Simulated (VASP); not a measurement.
## NaCl: single point with PBE

Crystal: NaCl.

```
Na Cl
1.0
     0.00000    2.48160    2.48160
     2.48160    0.00000    2.48160
     2.48160    2.48160    0.00000
Na Cl
1 1
Direct
  0.00000 0.00000 0.00000
  0.50000 0.50000 0.50000
```

```
Program             : VASP 6.6.1
Task                : single point
Functional          : PBE
Potentials or basis : VASP PAW PBE potentials, release 64 (Na_pv, Cl)
Cutoff              : 500 eV
k mesh              : 4 × 4 × 4
Occupations         : gaussian, width 0.01 eV
Spin                : no spin polarisation
```

| Item | Value |
| --- | --- |
| Pressure | 25.7 GPa |
| Band gap on the k mesh | 7.08 eV, direct |

Levels at points of the mesh, in eV from the valence-band top:
```csv
k point,band 3,band 4,band 5,band 6,band 7,band 8,band 9,band 10,band 11,band 12
"(0.00, 0.00, 0.00)",-20.45,-13.93,0.00,0.00,0.00,7.08,11.22,11.22,11.22,13.98
"(0.50, 0.00, 0.00)",-20.46,-12.92,-3.43,-0.59,-0.59,7.81,11.75,11.75,14.10,17.81
"(0.50, 0.50, 0.00)",-20.49,-12.90,-2.94,-1.07,-1.07,7.34,8.59,14.46,16.56,18.63
```

Wall time 10 s on 1 thread of Intel Xeon 8259CL, with other jobs on the host, peak memory 0.15 GiB.

Caveat: the k points lie up to 0.55 Å⁻¹ apart. A k mesh can miss the band edges.
